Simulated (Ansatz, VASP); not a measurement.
## Rh in VASP and in Ansatz

Contents of POSCAR:

```
Rh
1.0
    2.7786923299      0.0000000000      0.0000000000
   -1.3893461650      2.4064201237      0.0000000000
    0.0000000000      0.0000000000      4.5058591407
Rh
2
Direct
    0.6666666667      0.3333333333      0.7500000000
    0.3333333333      0.6666666667      0.2500000000
```

INCAR.step1

```
ALGO = Normal
EDIFF = 1E-4
ENCUT = 520
GGA = PE
ISMEAR = -1
LASPH = T
LCHARG = F
LREAL = F
LWAVE = T
NBANDS = 22
NELM = 100
PREC = Accurate
SIGMA = 0.2
```

Contents of INCAR.step2:

```
ALGO = Normal
EDIFF = 1E-7
ENCUT = 520
ISIF = 2
ISMEAR = -1
ISTART = 1
LASPH = T
LCHARG = T
LELF = T
LMIXTAU = T
LREAL = F
LVHAR = T
LWAVE = F
METAGGA = R2SCAN
NBANDS = 22
NELM = 100
PREC = Accurate
SIGMA = 0.2
```

Contents of KPOINTS:

```
k-points
0
Gamma
  10 10 5
```

Input for Ansatz:

```yaml
crystal:
  lattice:
    - [2.778692329922434, 0.0, 0.0]
    - [-1.389346164961217, 2.406420123728313, 0.0]
    - [0.0, 0.0, 4.505859140725381]
  atoms:
    - { symbol: Rh, position: [0.6666666666666666, 0.3333333333333333, 0.75] }
    - { symbol: Rh, position: [0.3333333333333333, 0.6666666666666666, 0.25] }
accuracy: low
basis:
  ecutwfc: 500.0
kpoints:
  mp_grid:
    grid: [10, 10, 5]
hamiltonian:
  xc: r2scan
scf:
  convergence:
    dr2_threshold: 1.0e-07
  mixing:
    algorithm: msr1
  occupations:
    method: fermi_dirac
    width: 0.2
output:
  stress: true
```

Alike in both runs: task single point; functional r2SCAN; k mesh 10 × 10 × 5; occupations fermi-dirac, width 0.2 eV; no spin polarisation.

|  | VASP | Ansatz |
| --- | --- | --- |
| version | VASP 6.6.1 | Ansatz 0.2.0 |
| potentials or method | VASP PAW PBE potentials, release 64 (Rh_pv), cutoff 520 eV | plane waves, PAW |
| valence electrons in the cell | 30 | 34 |

|  | VASP | Ansatz | Ansatz less VASP |
| --- | --- | --- | --- |
| pressure (GPa) | -17.3 | -18.1 | -0.77 |
| traceless stress, the component that is largest in VASP (GPa) | -0.84 | -0.85 | -0.011 |

VASP's potentials were made for PBE, not for r2SCAN. VASP's potentials hold 30 valence electrons a cell and Ansatz's 34, so a difference there can come from the potentials and not from the codes. Ansatz's warnings: stress scf threshold loose, structure snapped to symmetry.
